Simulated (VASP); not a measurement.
# Pd (Fm-3m) in VASP: further runs

Runs on Pd. Level: LDA. Tasks: single point.

Program: VASP 6.6.1. These are calculated values, not measurements. Logs are shortened: lines on timing, memory, paths and dates and some standing lists are left out, and cuts for length are marked.

### 1 The cell of the first run

Symmetry: Fm-3m, No. 225, cubic system. Conventional cell: a = 3.845 Å, b = 3.845 Å, c = 3.845 Å, α = 90.00°, β = 90.00°, γ = 90.00°. Within 3.6 Å of Pd (site symmetry m-3m) lie 12 Pd at 2.72 Å.

### 2 Single point, LDA

File INCAR:

```
SYSTEM = Pd
PREC = Accurate
ENCUT = 520
EDIFF = 1E-6
ISMEAR = 0
SIGMA = 0.1
LREAL = .False.
LASPH = .True.
NELM = 100
ALGO = Normal
ISIF = 2
LWAVE = .False.
LCHARG = .False.
NBANDS = 11
```

File KPOINTS:

```
regular mesh
0
Gamma
  8 8 8
  0 0 0
```

File POSCAR:

```
Pd
1.0
    0.0000000000      1.9225314820      1.9225314820
    1.9225314820      0.0000000000      1.9225314820
    1.9225314820      1.9225314820      0.0000000000
Pd
1
Direct
    0.0000000000      0.0000000000      0.0000000000
```

Potentials or basis: VASP PAW LDA potentials, release 64 (Pd).

Started as:

```console
$ cat potpaw_LDA.64/Pd/POTCAR > POTCAR
$ mpirun -np 1 vasp_std > vasp.out
```

OUTCAR:

```text
SYSTEM = Pd
   PREC = Accurate
   ENCUT = 520
   EDIFF = 1E-6
   ISMEAR = 0
   LREAL = .False.
   LASPH = .True.
   NELM = 100
   ISIF = 2

 ion  position               nearest neighbor table
   1  0.000  0.000  0.000-

  LATTYP: Found a face centered cubic cell.
 ALAT       =     3.8450629640

  Lattice vectors:

 A1 = (   0.0000000000,   1.9225314820,   1.9225314820)
 A2 = (   1.9225314820,   0.0000000000,   1.9225314820)
 A3 = (   1.9225314820,   1.9225314820,   0.0000000000)

Analysis of symmetry for initial positions (statically):
=====================================================================
 Subroutine PRICEL returns:
 Original cell was already a primitive cell.

 Routine SETGRP: Setting up the symmetry group for a
 face centered cubic supercell.

 Subroutine GETGRP returns: Found 48 space group operations
 (whereof 48 operations were pure point group operations)
 out of a pool of 48 trial point group operations.

The static configuration has the point symmetry O_h .

Analysis of symmetry for dynamics (positions and initial velocities):
=====================================================================
 Subroutine PRICEL returns:
 Original cell was already a primitive cell.

 Routine SETGRP: Setting up the symmetry group for a
 face centered cubic supercell.

 Subroutine GETGRP returns: Found 48 space group operations
 (whereof 48 operations were pure point group operations)
 out of a pool of 48 trial point group operations.

The dynamic configuration has the point symmetry O_h .

 Subroutine INISYM returns: Found 48 space group operations
 (whereof 48 operations are pure point group operations),
 and found     1 'primitive' translations

----------------------------------------------------------------------------------------

                                     Primitive cell

  volume of cell :      14.2118

  direct lattice vectors                    reciprocal lattice vectors
     0.000000000  1.922531482  1.922531482    -0.260073765  0.260073765  0.260073765
     1.922531482  0.000000000  1.922531482     0.260073765 -0.260073765  0.260073765
     1.922531482  1.922531482  0.000000000     0.260073765  0.260073765 -0.260073765

  length of vectors
     2.718870096  2.718870096  2.718870096     0.450460974  0.450460974  0.450460974

  position of ions in fractional coordinates (direct lattice)
     0.000000000  0.000000000  0.000000000

  ion indices of the primitive-cell ions
   primitive index   ion index
                 1           1

----------------------------------------------------------------------------------------

 KPOINTS: regular mesh

Automatic generation of k-mesh.
 Grid dimensions read from file:
 generate k-points for:    8    8    8

 Generating k-lattice:

  Cartesian coordinates                     Fractional coordinates (reciprocal lattice)
    -0.032509221  0.032509221  0.032509221     0.125000000  0.000000000  0.000000000
     0.032509221 -0.032509221  0.032509221     0.000000000  0.125000000  0.000000000
     0.032509221  0.032509221 -0.032509221     0.000000000  0.000000000  0.125000000

  Length of vectors
     0.056307622  0.056307622  0.056307622

  Shift w.r.t. Gamma in fractional coordinates (k-lattice)
     0.000000000  0.000000000  0.000000000

 Subroutine IBZKPT returns following result:
 ===========================================

 Found     29 irreducible k-points:

 Following reciprocal coordinates:
            Coordinates               Weight
  0.000000  0.000000  0.000000      1.000000
  0.125000  0.000000  0.000000      8.000000
  0.250000  0.000000  0.000000      8.000000
  0.375000  0.000000  0.000000      8.000000
  0.500000  0.000000  0.000000      4.000000
  0.125000  0.125000  0.000000      6.000000
[... 16 lines left out ...]
  0.500000  0.250000  0.125000     48.000000
 -0.375000  0.250000  0.125000     24.000000
 [... further k-points ...]
   k-points           NKPTS =     29   k-points in BZ     NKDIM =     29   number of bands    NBANDS=     11
   number of dos      NEDOS =    301   number of ions     NIONS =      1
   total plane-waves  NPLWV =   8000
   dimension x,y,z NGX =    20 NGY =   20 NGZ =   20
   dimension x,y,z NGXF=    40 NGYF=   40 NGZF=   40
   ions per type =               1
   NGX,Y,Z   is equivalent  to a cutoff of  12.23, 12.23, 12.23 a.u.
   NGXF,Y,Z  is equivalent  to a cutoff of  24.46, 24.46, 24.46 a.u.
 SYSTEM =  Pd
   PREC   = accura    normal or accurate (medium, high low for compatibility)
   ISTART =      0    job   : 0-new  1-cont  2-samecut
   ICHARG =      2    charge: 1-file 2-atom 10-const
   ISPIN  =      1    spin polarized calculation?
   LNONCOLLINEAR =      F non collinear calculations
   LSORBIT =      F    spin-orbit coupling
   LASPH  =      T    aspherical Exc in radial PAW
   ENCUT  =  520.0 eV  38.22 Ry    6.18 a.u.   5.06  5.06  5.06*2*pi/ulx,y,z
   NELM   =    100;   NELMIN=  2; NELMDL= -5     # of ELM steps
   EDIFF  = 0.1E-05   stopping-criterion for ELM
   LREAL  =      F    real-space projection
   EDIFFG = 0.1E-04   stopping-criterion for IOM
   NSW    =      0    number of steps for IOM
   IBRION =     -1    ionic relax: 0-MD 1-quasi-New 2-CG
   NFREE  =      0    steps in history (QN), initial steepest desc. (CG)
   ISIF   =      2    stress and relaxation
   ISYM   =      2    0-nonsym 1-usesym 2-fastsym
   POTIM  = 0.5000    time-step for ionic-motion
   TEBEG  =    0.0;   TEEND  =   0.0 temperature during run
   PSTRESS=    0.0 pullay stress
   NELECT =      10.0000    total number of electrons
   NUPDOWN=      -1.0000    fix difference up-down
   EMIN   =  10.00;   EMAX   =-10.00  energy-range for DOS
   EFERMI =   0.00;   METHOD = LEGACY
   ISMEAR =     0;   SIGMA  =   0.10  broadening in eV -4-tet -1-fermi 0-gaus
   EFERMI_NEDOS =   21; number of points for ismear=-14 and -15
   IALGO  =     38    algorithm
   IMIX   =      4    mixing-type and parameters
     AMIX     =   0.40;   BMIX     =  1.00
     AMIX_MAG =   1.60;   BMIX_MAG =  1.00
  volume/ion in A,a.u.               =      14.21        95.91
  Fermi-wavevector in a.u.,A,eV,Ry     =   1.456101  2.751631 28.847465  2.120229
  Thomas-Fermi vector in A             =   2.573058
   LORBIT       =      0    0 simple, 1 ext, 2 COOP (PROOUT), +10 PAW based schemes
   GGA     = CA    functional components
   LHFCALC =     F    Hartree Fock is set to
   AEXX    =    0.0000 exact exchange contribution
   IVDW    =     0    specifies the selected vdW correction
   LEPSILON=     F    determine dielectric tensor
   LRPA    =     F    only Hartree local field effects (RPA)
 non-spin polarized calculation
 Gauss-broadening in eV      SIGMA  =   0.10
  energy-cutoff  :      520.00
  volume of cell :       14.21
 maximum number of plane-waves:       392
   NGX = 11   NGY = 11   NGZ = 11

 number of electron      10.0000005 magnetization

 Free energy of the ion-electron system (eV)
  ---------------------------------------------------
  ext. energy  EPLUGINS =         0.00000000
  ---------------------------------------------------
  free energy    TOTEN  =        -6.47251998 eV

  energy without entropy =       -6.46003093  energy(sigma->0) =       -6.46627545

 E-fermi :  10.3557     XC(G=0): -13.7403

 val. band max:       10.3101788762   @ k =  -0.3750   0.3750   0.1250
 cond. band min:      10.3666469173   @ k =   0.5000   0.2500   0.0000
 fundamental gap:      0.0564680412
 Fermi energy:        10.3556736737

 k-point     1 :       0.0000    0.0000    0.0000
  band No.  band energies     occupation
      1       2.7115      2.00000
      2       7.2327      2.00000
      3       7.2327      2.00000
      4       7.2327      2.00000
      5       8.9767      2.00000
      6       8.9767      2.00000
      7      27.3810      0.00000
      8      32.3089      0.00000
      9      32.3089      0.00000
     10      32.3089      0.00000
     11      35.9840      0.00000

 k-point     2 :       0.1250    0.0000    0.0000
  band No.  band energies     occupation
      1       3.2775      2.00000
      2       7.0487      2.00000
      3       7.4168      2.00000
      4       7.4168      2.00000
      5       8.9026      2.00000
      6       8.9026      2.00000
      7      27.9146      0.00000
      8      29.6283      0.00000
      9      32.9994      0.00000
     10      32.9994      0.00000
     11      36.0222      0.00000

 k-point     3 :       0.2500    0.0000    0.0000
  band No.  band energies     occupation
      1       4.4481      2.00000
      2       7.1761      2.00000
      3       7.5467      2.00000
      4       7.5467      2.00000
      5       9.1309      2.00000
      6       9.1309      2.00000
      7      25.0274      0.00000
      8      28.5321      0.00000
      9      34.2649      0.00000
     10      34.2649      0.00000
     11      35.9686      0.00000

 k-point     4 :       0.3750    0.0000    0.0000
  band No.  band energies     occupation
      1       4.7008      2.00000
      2       7.3154      2.00000
      3       7.3154      2.00000
      4       9.1998      2.00000
      5       9.8723      2.00000
      6       9.8723      2.00000
      7      20.4946      0.00000
      8      27.3448      0.00000
      9      32.6373      0.00000
     10      32.6373      0.00000
     11      36.0007      0.00000
[... 239 lines left out ...]
 k-point    22 :       0.3750    0.2500    0.1250
  band No.  band energies     occupation
      1       5.4886      2.00000
      2       6.1410      2.00000
      3       7.2758      2.00000
      4       8.6059      2.00000
      5       8.8057      2.00000
      6      10.5534      0.00516
      7      25.5424      0.00000
      8      26.4552      0.00000
      9      29.8432      0.00000
     10      32.4365      0.00000
     11      35.8916      0.00000

 k-point    23 :       0.5000    0.2500    0.1250
  band No.  band energies     occupation
      1       5.6614      2.00000
      2       6.5898      2.00000
      3       7.0199      2.00000
      4       8.4094      2.00000
      5       9.7199      2.00000
      6      12.7922      0.00000
      7      21.1759      0.00000
      8      25.6482      0.00000
      9      27.8254      0.00000
     10      32.6046      0.00000
     11      36.1424      0.00000

 k-point    24 :      -0.3750    0.2500    0.1250
  band No.  band energies     occupation
      1       5.5985      2.00000
      2       6.3827      2.00000
      3       7.6423      2.00000
      4       8.1630      2.00000
      5      10.1198      1.99915
      6      15.1781      0.00000
      7      17.8252      0.00000
      8      26.1527      0.00000
      9      26.4871      0.00000
     10      31.6025      0.00000
     11      36.0323      0.00000

 [... further k-points ...]
[... 5 lines left out ...]
  --------------------------------------------------------------------------------------
  -------------------------------------------------------------------------------------
  Total        0.0222211      0.0222211      0.0222211     -0.0000000      0.0000000     -0.0000000
  in kB        2.5051075      2.5051075      2.5051075     -0.0000000      0.0000000     -0.0000000
  external PRESSURE =       2.5051075 kB  Pullay stress =       0.0000000 kB

 VOLUME and BASIS-vectors are now :
 -----------------------------------------------------------------------------
  energy-cutoff  :      520.00
  volume of cell :       14.21
      direct lattice vectors                 reciprocal lattice vectors
     0.000000000  1.922531482  1.922531482    -0.260073765  0.260073765  0.260073765
     1.922531482  0.000000000  1.922531482     0.260073765 -0.260073765  0.260073765
     1.922531482  1.922531482  0.000000000     0.260073765  0.260073765 -0.260073765

 POSITION                                       TOTAL-FORCE (eV/Angst)
 -----------------------------------------------------------------------------------
      0.00000      0.00000      0.00000         0.000000      0.000000      0.000000
 -----------------------------------------------------------------------------------
    total drift:                               -0.000000     -0.000000     -0.000000

  FREE ENERGIE OF THE ION-ELECTRON SYSTEM (eV)
  ---------------------------------------------------
  free  energy   TOTEN  =        -6.4725199773 eV

  energy  without entropy=       -6.4600309314  energy(sigma->0) =       -6.46627545
```

Wall time 3.9 s (1 thread of AMD EPYC 9R14 (Zen 4), shared host); peak memory 0.09 GiB.

What came out:

| Item | Value |
| --- | --- |
| Free energy | -6.4725 eV |
| Pressure | 0.3 GPa |
| Band gap on the k mesh | zero (band 5 reaches 10.61 eV, above the bottom of band 6 at 8.90 eV) |

### 3 Single point, LDA

This run uses another cell than the first one, of 15.03 Å³/atom, 1.057 times its volume.

File INCAR:

```
ALGO = Fast ; EDIFF = 1E-6
ENCUT = 520 ; ISIF = 2
ISMEAR = 0 ; LASPH = T
LCHARG = F ; LREAL = F
LWAVE = F ; NBANDS = 11
NELM = 60 ; PREC = Accurate
SIGMA = 0.1
```

File KPOINTS:

```
k-points
0
Gamma
  8 8 8
```

File POSCAR:

```
Pd
1.0
    0.0000000000      1.9586507900      1.9586507900
    1.9586507900      0.0000000000      1.9586507900
    1.9586507900      1.9586507900      0.0000000000
Pd
1
Direct
    0.0000000000      0.0000000000      0.0000000000
```

Potentials or basis: VASP PAW LDA potentials, release 64 (Pd).

Started as:

```console
$ cat potpaw_LDA.64/Pd/POTCAR > POTCAR
$ mpirun -np 1 vasp_std > vasp.out
```

It took 5.2 s on 1 thread of AMD EPYC 9R14 (Zen 4), shared host; peak memory 0.09 GiB.

Results (log left out):

| Property | Result |
| --- | --- |
| Free energy | -6.4451 eV |
| Pressure | -10.5 GPa |
| Band gap on the k mesh | zero (band 5 reaches 9.60 eV, above the bottom of band 6 at 8.05 eV) |

Levels at points of the mesh, in eV from the Fermi level:
```
           k point  band 1  band 2  band 3  band 4  band 5  band 6  band 7  band 8  band 9  band 10
(0.00, 0.00, 0.00)   -7.20   -2.86   -2.86   -2.86   -1.26   -1.26   17.02   21.63   21.63    21.63
(0.50, 0.00, 0.00)   -5.29   -2.90   -2.90   -0.08   -0.08    0.88    7.02   16.38   20.64    20.64
(0.50, 0.50, 0.00)   -5.36   -5.08   -0.11    0.22    0.22    3.15   10.43   12.86   12.86    21.15
```
